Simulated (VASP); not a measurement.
Here is a VASP 6.6.1 calculation.

The input INCAR:

```
SYSTEM = BaTiO3
PREC = Accurate
ENCUT = 910
EDIFF = 1E-6
ISMEAR = -1
SIGMA = 0.05
LREAL = .False.
LASPH = .True.
NELM = 120
ALGO = Normal
ISIF = 2
LWAVE = .False.
LCHARG = .True.
GGA = RP
IVDW = 13
LELF = .True.
LVHAR = .True.
NBANDS = 28
GGA_COMPAT = .False.
```

KPOINTS

```
Automatic mesh
0
Gamma
  7 7 7
  0 0 0
```

POSCAR

```
BaTiO3
1.0
    3.9775264480      0.0000000000      0.0000000000
    0.0000000000      3.9775264480      0.0000000000
    0.0000000000      0.0000000000      4.1737413276
Ba Ti O
1 1 3
Direct
    0.0000000000      0.0000000000     -0.0097580693
    0.5000000000      0.5000000000      0.4734264278
    0.0000000000      0.5000000000      0.5202249541
    0.5000000000      0.0000000000      0.5202249541
    0.5000000000      0.5000000000      0.0388817333
```

Potentials or basis: VASP PAW PBE potentials, release 64 (Ba_sv, Ti_sv, O_h).

Command:

```console
$ cat potpaw_PBE.64/Ba_sv/POTCAR potpaw_PBE.64/Ti_sv/POTCAR potpaw_PBE.64/O_h/POTCAR > POTCAR
$ mpirun -np 1 vasp_std > vasp.out
```

Predict the largest force.

0.049 eV/Å.

What does it give for the pressure?

1.3 GPa.

What does it give for the dispersion energy per atom?

-0.421 eV.

Predict the band gap on the k mesh.

1.95 eV, indirect (least direct gap 2.39 eV).

Stress tensor (GPa, compression positive):
```
1.33 0.00 0.00
0.00 1.33 0.00
0.00 0.00 1.23
```

Caveat: the cutoff is under 1.25 times the usual one of these potentials, so pressure, stress and relaxed cells hold a basis-set (Pulay) error; the PAW data sets were made with another functional, which shifts forces and pressure a little; spin-orbit coupling is left out, which moves the levels of the heavy elements. Expect the measured gap to be larger: semilocal functionals such as RPBE lack the derivative discontinuity.
